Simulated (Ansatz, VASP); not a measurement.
**C: VASP beside Ansatz**

File INCAR:

```
PREC = Accurate
ENCUT = 520
EDIFF = 1E-6
ISMEAR = 0
SIGMA = 0.02
LREAL = False
LASPH = True
NELM = 100
ALGO = Normal
ISIF = 2
LWAVE = False
LCHARG = True
GGA = PE
LELF = True
LVHAR = True
NBANDS = 11
```

KPOINTS

```
Automatic mesh
0
Gamma
  14 14 14
```

POSCAR

```
C
1.0
    0.0000000000      2.2521739500      3.4790072400
    1.2886632000      0.0000000000      3.4790072400
    1.2886632000      2.2521739500      0.0000000000
C
2
Direct
    0.1431627127      0.8568372873      0.1431627127
    0.8568372873      0.1431627127      0.8568372873
```

Input for Ansatz:

```yaml
crystal:
  lattice:
    - [0.0, 2.25217395, 3.47900724]
    - [1.2886632, 0.0, 3.47900724]
    - [1.2886632, 2.25217395, 0.0]
  atoms:
    - { symbol: C, position: [0.1431627127, 0.8568372873, 0.1431627127] }
    - { symbol: C, position: [0.8568372873, 0.1431627127, 0.8568372873] }
basis:
  ecutwfc: 420
kpoints:
  mp_grid: { grid: [14, 14, 14] }
hamiltonian:
  xc: pbe
scf:
  occupations: { method: gaussian, width: 0.02 }
output:
  forces: true
  stress: true
  eigenvalues: true
```

Alike in both runs: task single point; functional PBE; k mesh 14 × 14 × 14; occupations gaussian, width 0.02 eV; no spin polarisation.

```csv
,VASP,Ansatz
version,VASP 6.6.1,Ansatz 0.2.0
potentials or method,"VASP PAW PBE potentials, release 64 (C), cutoff 520 eV","scalar-relativistic, plane waves, PAW"
valence electrons in the cell,8,8
```

```tsv
	VASP	Ansatz	Ansatz less VASP
gap on the k mesh at the Fermi level (eV)	none	none	-
pressure (GPa)	-14.2	-14.3	-0.17
traceless stress, the component that is largest in VASP (GPa)	16.11	16.36	+0.249
rms of the force components (eV/Å)	5.269	5.239	-0.0306
```

Atom by atom the forces differ by 0.031 eV/Å (rms over components). A gap of «none» marks a metal or a gap that the smearing closes.
